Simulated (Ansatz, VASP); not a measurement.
## Two plane-wave programs on Si3BTe2

```
Si B Te
1.0
     3.35275    0.00000    0.00000
     0.00000    3.35275    0.00000
     0.00000    0.00000   10.25737
Si B Te
3 1 2
Direct
  0.00000 0.00000 0.00000
  0.50000 0.00000 0.83376
  0.00000 0.50000 0.16624
  0.50000 0.50000 0.00000
  0.50000 0.00000 0.32927
  0.00000 0.50000 0.67073
```

Change from the starting cell: species swapped into the Mn3CoAs2 type (P-4m2, No. 115).

Alike in both runs: functional PBE; k mesh 6 × 6 × 2; occupations gaussian, width 0.1 eV; no spin polarisation.

Ansatz relaxed the structure, and its values are those at the end. VASP's run is a single point on that final structure, the one shown.

|  | VASP | Ansatz |
| --- | --- | --- |
| version | VASP 6.6.1 | Ansatz 0.2.0 |
| potentials or method | VASP PAW PBE potentials, release 64 (Si, B, Te), cutoff 520 eV | scalar-relativistic, plane waves, PAW |
| valence electrons in the cell | 27 | 47 |

VASP gave:

```
gap on the k mesh at the Fermi level (eV) : none
pressure (GPa)                            : 0.1
rms of the force components (eV/Å)        : 0.001
```

**Question.** Estimate Ansatz's values.

**Answer.** gap on the k mesh at the Fermi level (eV): none; pressure (GPa): 0.1; rms of the force components (eV/Å): 0.004.

A gap of «none» marks a metal or a gap that the smearing closes. The functional is the same, so the differences come from potentials, cutoffs and numerics. VASP's potentials hold 27 valence electrons a cell and Ansatz's 47, so a difference there can come from the potentials and not from the codes.

Spin-orbit coupling is off throughout.
